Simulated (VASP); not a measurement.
# Al2O3 (Pnnm) in VASP: a series of runs, part 2 of 2

VASP 6.6.1. Earlier steps stand in the parts before.

### Step 3. Single point, BLYP

This run uses another cell than the first one, of 14.03 Å³/atom, 1.014 times its volume.

Contents of INCAR:

```
AGGAC = 1.0
AGGAX = 1.0
ALDAC = 0.0
ALDAX = 1.0
ALGO = Normal
EDIFF = 1E-6
ENCUT = 520
GGA = B5
ISIF = 2
ISMEAR = -1
LASPH = T
LCHARG = F
LREAL = F
LWAVE = F
NBANDS = 35
NELM = 60
PREC = Accurate
SIGMA = 0.05
```

Contents of KPOINTS:

```
k-points
0
Gamma
  6 3 9
```

Contents of POSCAR:

```
Al2O3
1.0
    4.7480018004      0.0000000000      0.0000000000
    0.0000000000      9.7157393943      0.0000000000
    0.0000000000      0.0000000000      3.0412766075
Al O
4 6
Direct
    1.0611726314      0.8289028211      0.0000000000
   -0.0611726314      0.1710971789      0.0000000000
    0.5611726314      0.6710971789      0.5000000000
    0.4388273686      0.3289028211      0.5000000000
    0.5000000000      0.5000000000      0.5000000000
    0.2363022236      0.7714215003      0.5000000000
    0.2636977764      0.2714215003      0.0000000000
    0.7363022236      0.7285784997      0.0000000000
    0.0000000000      0.0000000000      0.0000000000
    0.7636977764      0.2285784997      0.5000000000
```

Potentials or basis: VASP PAW PBE potentials, release 64 (Al, O).

Run with:

```bash
cat potpaw_PBE.64/Al/POTCAR potpaw_PBE.64/O/POTCAR > POTCAR
mpirun -np 1 vasp_std > vasp.out
```

Run time: 3.7 min. Hardware: 1 thread of Intel Xeon 6975P-C, shared host; peak memory 0.31 GiB.

The run converged. Its results:

```
Free energy            : -71.5830 eV
Pressure               : 0.5 GPa
Largest force          : 0.063 eV/Å
Band gap on the k mesh : 3.46 eV, direct
```

Forces in eV/Å, atoms in the order of the input:
```
Al   0.013 -0.061  0.000
Al  -0.013  0.061  0.000
Al   0.013  0.061  0.000
Al  -0.013 -0.061  0.000
O    0.000  0.000  0.000
O    0.007 -0.007  0.000
O   -0.007 -0.007  0.000
O    0.007  0.007  0.000
O    0.000  0.000  0.000
O   -0.007  0.007  0.000
```

Stress tensor (GPa, compression positive):
```
0.27 0.00 0.00
0.00 0.93 0.00
0.00 0.00 0.35
```

Levels at points of the mesh, in eV from the valence-band top:
```
           k point  band 21  band 22  band 23  band 24  band 25  band 26  band 27  band 28
(0.00, 0.00, 0.00)    -1.24    -0.50    -0.06     0.00     3.46     5.04     6.46     6.49
(0.50, 0.00, 0.00)    -0.99    -0.99    -0.02    -0.02     5.85     5.85     6.52     6.52
```

Caveat: the PAW data sets were made with another functional, which shifts forces and pressure a little.

### Step 4. Single point, r2SCAN+rVV10

This run uses another cell than the first one, of 12.92 Å³/atom, 0.933 times its volume.

Contents of POSCAR:

```
Al2O3
1.0
    4.5248829047      0.0000000000      0.0000000000
    0.0000000000      9.5419257273      0.0000000000
    0.0000000000      0.0000000000      2.9923167956
Al O
4 6
Direct
    1.1172899894      0.8337713649      0.0000000000
   -0.1172899894      0.1662286351      0.0000000000
    0.6172899894      0.6662286351      0.5000000000
    0.3827100106      0.3337713649      0.5000000000
    0.5000000000      0.5000000000      0.5000000000
    0.3095918294      0.7860133161      0.5000000000
    0.1904081706      0.2860133161      0.0000000000
    0.8095918294      0.7139866839      0.0000000000
    0.0000000000      0.0000000000      0.0000000000
    0.6904081706      0.2139866839      0.5000000000
```

Contents of INCAR.step1:

```
SYSTEM = Al2O3
PREC     = Accurate       ! precision mode
ENCUT    = 520            ! plane-wave cutoff, eV
ISMEAR   = -1             ! smearing method
SIGMA    = 0.05           ! smearing width, eV
LREAL    = .False.        ! projectors in reciprocal space
LASPH    = .True.         ! aspherical terms in the spheres
NELM     = 80             ! most SCF steps
NBANDS   = 35             ! bands
GGA      = PE             ! functional
ALGO     = Normal         ! electronic algorithm
EDIFF    = 1E-4           ! SCF threshold, eV
LWAVE    = .True.         ! write WAVECAR
LCHARG   = .False.        ! write CHGCAR
```

Contents of INCAR.step2:

```
SYSTEM = Al2O3
PREC     = Accurate       ! precision mode
ENCUT    = 520            ! plane-wave cutoff, eV
EDIFF    = 1E-6           ! SCF threshold, eV
ISMEAR   = -1             ! smearing method
SIGMA    = 0.05           ! smearing width, eV
LREAL    = .False.        ! projectors in reciprocal space
LASPH    = .True.         ! aspherical terms in the spheres
NELM     = 80             ! most SCF steps
ALGO     = Normal         ! electronic algorithm
ISIF     = 2              ! what is computed and relaxed
LWAVE    = .False.        ! write WAVECAR
LCHARG   = .False.        ! write CHGCAR
METAGGA  = R2SCAN         ! meta-GGA
LMIXTAU  = .True.       
LUSE_VDW = .True.       
IVDW_NL  = 2            
BPARAM   = 11.95        
CPARAM   = 0.0093       
NBANDS   = 35             ! bands
ISTART   = 1
```

Contents of KPOINTS:

```
regular mesh
0
Gamma
  6 3 9
  0 0 0
```

Run with:

```bash
cat potpaw_PBE.64/Al/POTCAR potpaw_PBE.64/O/POTCAR > POTCAR
cp INCAR.step1 INCAR
mpirun -np 1 vasp_std > vasp.out
cp INCAR.step2 INCAR
mpirun -np 1 vasp_std > vasp.out
```

It took 8.6 min on 1 thread of AMD EPYC 9R45 (Zen 5), shared host; peak memory 0.52 GiB.

The run converged. Its results:

```
Free energy            : -93.2838 eV
Pressure               : 0.0 GPa
Largest force          : 0.055 eV/Å
Band gap on the k mesh : 4.08 eV, direct
```

Forces in eV/Å, atoms in the order of the input:
```
Al   0.015 -0.053  0.000
Al  -0.015  0.053  0.000
Al   0.015  0.053  0.000
Al  -0.015 -0.053  0.000
O    0.000  0.000  0.000
O    0.004 -0.008  0.000
O   -0.004 -0.008  0.000
O    0.004  0.008  0.000
O    0.000  0.000  0.000
O   -0.004  0.008  0.000
```

Stress tensor (GPa, compression positive):
```
-0.10  0.00  0.00
 0.00  0.31  0.00
 0.00  0.00 -0.11
```

Levels at points of the mesh, in eV from the valence-band top:
| k point | band 22 | band 23 | band 24 | band 25 | band 26 | band 27 |
| --- | --- | --- | --- | --- | --- | --- |
| (0.00, 0.00, 0.00) | -0.64 | -0.06 | 0.00 | 4.08 | 6.10 | 6.71 |
| (0.50, 0.00, 0.00) | -1.04 | -0.02 | -0.02 | 6.66 | 6.66 | 7.60 |

Caveat: the PAW data sets were made with another functional, which shifts forces and pressure a little. r2SCAN opens gaps a little over a GGA but as a rule still falls short of measured ones.

### Step 5. Single point, PBE

This run uses another cell than the first one, of 13.77 Å³/atom, 0.995 times its volume.

Contents of INCAR:

```
SYSTEM = Al2O3
PREC = Accurate
ENCUT = 520
EDIFF = 1E-7
ISMEAR = -1
SIGMA = 0.05
LREAL = .False.
LASPH = .True.
NELM = 80
ALGO = Normal
ISIF = 2
LWAVE = .False.
LCHARG = .False.
GGA = PE
NBANDS = 35
```

Contents of KPOINTS:

```
Automatic mesh
0
Gamma
  8 4 12
  0 0 0
```

Contents of POSCAR:

```
Al2O3
1.0
    4.6137770000      0.0000000000      0.0000000000
    0.0000000000      9.5632790000      0.0000000000
    0.0000000000      0.0000000000      3.1198620000
Al O
4 6
Direct
    0.9829750000      0.8245730000      0.0000000000
    0.0170250000      0.1754270000      0.0000000000
    0.4829750000      0.6754270000      0.5000000000
    0.5170250000      0.3245730000      0.5000000000
    0.5000000000      0.5000000000      0.5000000000
    0.1236350000      0.7530500000      0.5000000000
    0.3763650000      0.2530500000      0.0000000000
    0.6236350000      0.7469500000      0.0000000000
    0.0000000000      0.0000000000      0.0000000000
    0.8763650000      0.2469500000      0.5000000000
```

Run with:

```bash
cat potpaw_PBE.64/Al/POTCAR potpaw_PBE.64/O/POTCAR > POTCAR
mpirun -np 1 vasp_std > vasp.out
```

Run time: 5.2 min. Hardware: 1 thread of AMD EPYC 9R45 (Zen 5), shared host; peak memory 0.44 GiB.

Results (log left out):

```yaml
Free_energy: -73.8533 eV
Pressure: -0.1 GPa
Largest_force: 0.191 eV/Å
Band_gap_on_the_k_mesh: 3.51 eV, direct
```

Forces in eV/Å, atoms in the order of the input:
```
Al  -0.054 -0.053  0.000
Al   0.054  0.053  0.000
Al  -0.054  0.053  0.000
Al   0.054 -0.053  0.000
O    0.000  0.000  0.000
O    0.157 -0.108  0.000
O   -0.157 -0.108  0.000
O    0.157  0.108  0.000
O    0.000  0.000  0.000
O   -0.157  0.108  0.000
```

Stress tensor (GPa, compression positive):
```
 1.16  0.00  0.00
 0.00  1.82  0.00
 0.00  0.00 -3.13
```

Levels at points of the mesh, in eV from the valence-band top:
```csv
k point,band 21,band 22,band 23,band 24,band 25,band 26,band 27,band 28
"(0.00, 0.00, 0.00)",-1.04,-0.53,-0.06,0.00,3.51,5.05,6.14,6.88
"(0.50, 0.00, 0.00)",-0.88,-0.88,-0.02,-0.02,6.00,6.00,6.52,6.52
"(0.00, 0.50, 0.00)",-0.73,-0.73,-0.03,-0.03,4.17,4.17,6.52,6.52
"(0.50, 0.50, 0.00)",-0.81,-0.81,-0.02,-0.02,5.98,5.98,6.48,6.48
"(0.00, 0.00, 0.50)",-1.07,-1.07,-0.71,-0.71,7.72,7.72,8.04,8.04
"(0.50, 0.00, 0.50)",-1.22,-1.22,-0.56,-0.56,6.93,6.93,8.07,8.07
"(0.00, 0.50, 0.50)",-1.14,-1.14,-0.61,-0.61,7.64,7.64,8.08,8.08
"(0.50, 0.50, 0.50)",-1.05,-1.05,-0.72,-0.72,7.14,7.14,8.06,8.06
```

### Step 6. Single point, BLYP+D4

This run uses another cell than the first one, of 12.51 Å³/atom, 0.904 times its volume.

Contents of INCAR:

```
SYSTEM = Al2O3
  PREC = Accurate
  ENCUT = 520
  EDIFF = 1E-6
  ISMEAR = -1
  SIGMA = 0.05
  LREAL = .False.
  LASPH = .True.
  NELM = 60
  ALGO = Normal
  ISIF = 2
  LWAVE = .False.
  LCHARG = .False.
  GGA = B5
  ALDAX = 1.0
  AGGAX = 1.0
  AGGAC = 1.0
  ALDAC = 0.0
  IVDW = 13
  VDW_S6 = 1.0
  VDW_S8 = 2.34076671
  VDW_A1 = 0.44488865
  VDW_A2 = 4.0933009
  NBANDS = 35
```

Contents of KPOINTS:

```
regular mesh
0
Gamma
  6 3 9
  0 0 0
```

Contents of POSCAR:

```
Al2O3
1.0
    4.4000611327      0.0000000000      0.0000000000
    0.0000000000      9.4366717657      0.0000000000
    0.0000000000      0.0000000000      3.0122962402
Al O
4 6
Direct
    1.1568335450      0.8379908328      0.0000000000
   -0.1568335450      0.1620091672      0.0000000000
    0.6568335450      0.6620091672      0.5000000000
    0.3431664550      0.3379908328      0.5000000000
    0.5000000000      0.5000000000      0.5000000000
    0.3608572487      0.7963772020      0.5000000000
    0.1391427513      0.2963772020      0.0000000000
    0.8608572487      0.7036227980      0.0000000000
    0.0000000000      0.0000000000      0.0000000000
    0.6391427513      0.2036227980      0.5000000000
```

Potentials or basis: VASP PAW PBE potentials, release 64 (Al, O).

Run with:

```bash
cat potpaw_PBE.64/Al/POTCAR potpaw_PBE.64/O/POTCAR > POTCAR
mpirun -np 1 vasp_std > vasp.out
```

Run time: 2.2 min. Hardware: 1 thread of Intel Xeon Platinum 8559C (Emerald Rapids), shared host; peak memory 0.28 GiB.

The run converged. Its results:

| Item | Value |
| --- | --- |
| Free energy | -74.8595 eV |
| Pressure | 0.7 GPa |
| Largest force | 0.064 eV/Å |
| Band gap on the k mesh | 3.71 eV, direct |
| Dispersion energy per atom | -0.358 eV |

Forces on the atoms (eV/Å):
```
Al   0.035 -0.053  0.000
Al  -0.035  0.053  0.000
Al   0.035  0.053  0.000
Al  -0.035 -0.053  0.000
O    0.000  0.000  0.000
O    0.018 -0.002  0.000
O   -0.018 -0.002  0.000
O    0.018  0.002  0.000
O    0.000  0.000  0.000
O   -0.018  0.002  0.000
```

Stress tensor (GPa, compression positive):
```
0.46 0.00 0.00
0.00 1.00 0.00
0.00 0.00 0.54
```

Levels at points of the mesh, in eV from the valence-band top:
```
           k point  band 20  band 21  band 22  band 23  band 24  band 25  band 26  band 27  band 28  band 29
(0.00, 0.00, 0.00)    -1.77    -1.16    -0.70    -0.07     0.00     3.71     5.66     5.98     6.92     7.10
(0.50, 0.00, 0.00)    -2.36    -0.88    -0.88    -0.03    -0.03     6.28     6.28     7.01     7.01     8.06
```

Caveat: the PAW data sets were made with another functional, which shifts forces and pressure a little. A k mesh can miss the band edges.

### Step 7. Summary

| level | cell | k mesh | gap on the mesh (eV) | pressure (GPa) | largest force (eV/Å) |
| --- | --- | --- | --- | --- | --- |
| PBE | a = 4.713, b = 9.704, c = 3.026 Å, 10 atoms | 6 × 3 × 9 | 3.40 | 0.0 | 0.03 |
| BLYP | a = 4.748, b = 9.716, c = 3.041 Å, 10 atoms | 6 × 3 × 9 | 3.46 | 0.5 | 0.06 |
| r2SCAN+rVV10 | a = 4.525, b = 9.542, c = 2.992 Å, 10 atoms | 6 × 3 × 9 | 4.08 | 0.0 | 0.05 |
| PBE | a = 4.614, b = 9.563, c = 3.120 Å, 10 atoms | 8 × 4 × 12 | 3.51 | -0.1 | 0.19 |
| BLYP+D4 | a = 4.400, b = 9.437, c = 3.012 Å, 10 atoms | 6 × 3 × 9 | 3.71 | 0.7 | 0.06 |

Alike in all rows: task single point; potentials or basis VASP PAW PBE potentials, release 64 (Al, O); no spin polarisation; cutoff (eV) 520; smearing fermi-dirac 0.05 eV.

Caveats: the PAW data sets were made with another functional, which shifts forces and pressure a little (some runs).

Absolute energies hang on the potentials; compare differences alone.
